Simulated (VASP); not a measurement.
Runs of VASP 6.6.1 on Al2Cu. The structure is that of space group I4/mmm (No. 139), or close to it. The cells are those of the table. 

```csv
level,cell,further INCAR settings,gap on the mesh (eV),pressure (GPa)
PBE,"a = 4.030 Å, angles 122.1, 122.1, 86.3°, 3 atoms",ALGO = Fast; EDIFF = 1e-06; NBANDS = 16,none,9.3
PBE+D3(BJ),"a = 4.070 Å, angles 118.1, 118.1, 93.3°, 3 atoms",ALGO = Fast; EDIFF = 1e-06; NBANDS = 16,none,-4.5
PBE,"a = 4.104 Å, angles 118.7, 118.7, 92.3°, 3 atoms",ALGO = Fast; EDIFF = 1e-06; NBANDS = 16,none,-2.4
PBE,"a = 4.087 Å, angles 116.9, 116.9, 95.5°, 3 atoms",ALGO = Fast; EDIFF = 1e-06; NBANDS = 16,none,-2.5
PBE,"a = 3.988 Å, angles 118.3, 118.3, 92.9°, 3 atoms",ALGO = Fast; EDIFF = 1e-07; NBANDS = 16,none,5.9
PBE,"a = 4.070 Å, angles 118.1, 118.1, 93.3°, 3 atoms",ALGO = Fast; EDIFF = 1e-06; NBANDS = 16,none,(a)
PBE,"a = 4.146 Å, angles 122.4, 122.4, 85.9°, 3 atoms",ALGO = Fast; EDIFF = 1e-07; NBANDS = 16,none,0.2
PBE,"a = 3.984 Å, angles 123.0, 123.0, 84.9°, 3 atoms",ALGO = Fast; EDIFF = 1e-06; NBANDS = 16,none,(b)
```

Alike in all rows: task single point; potentials or basis VASP PAW PBE potentials, release 64 (Al, Cu); no spin polarisation; k mesh 14 × 14 × 14; cutoff (eV) 520; smearing gaussian 0.15 eV.

Problem. Fill in the values left out.

Solution. (a) -0.7; (b) 17.0.

Caveats: the cell stands under pressure (at least some runs); the cell stands under tension (at least some runs).

A gap of «none» marks levels without a gap at the run's occupations.
